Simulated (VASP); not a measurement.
Set up this calculation in VASP 6.6.1, as the native input.

```
Task                   : single point
Functional             : PBE
Potentials or basis    : VASP PAW PBE potentials, release 64 (Zn)
Cutoff                 : 500 eV
k mesh                 : 20 × 20 × 20
Occupations            : fermi-dirac, width 0.1 eV
Spin                   : no spin polarisation
Dipole correction      : no
Further INCAR settings : ALGO = Normal; EDIFF = 1e-06; NBANDS = 12
```

The structure of Zn lies in POSCAR:

```
Zn
1.0
    0.0000000000      1.9645726499      1.9645726499
    1.9645726499      0.0000000000      1.9645726499
    1.9645726499      1.9645726499      0.0000000000
Zn
1
Direct
    0.0000000000      0.0000000000      0.0000000000
```

This isn't the form of Zn at room conditions, which is hcp.

The input as run:

INCAR

```
SYSTEM = Zn
PREC = Accurate
ENCUT = 500
EDIFF = 1E-6
ISMEAR = -1
SIGMA = 0.1
LREAL = .False.
LASPH = .True.
NELM = 120
ALGO = Normal
ISIF = 2
LWAVE = .False.
LCHARG = .True.
GGA = PE
LELF = .True.
LVHAR = .True.
NBANDS = 12
GGA_COMPAT = .False.
```

KPOINTS

```
Automatic mesh
0
Gamma
  20 20 20
  0 0 0
```

Potentials or basis: VASP PAW PBE potentials, release 64 (Zn).

Run with:

```console
$ cat potpaw_PBE.64/Zn/POTCAR > POTCAR
$ mpirun -np 1 vasp_std > vasp.out
```

It gave:

- Pressure: 0.4 GPa
- Band gap on the k mesh: zero (bands 6 and 7 overlap by 3.63 eV)

It took 32 s on 1 thread of AMD EPYC 7R43 64-Core Processor (Zen 3), on a shared host, peak memory 0.11 GiB.
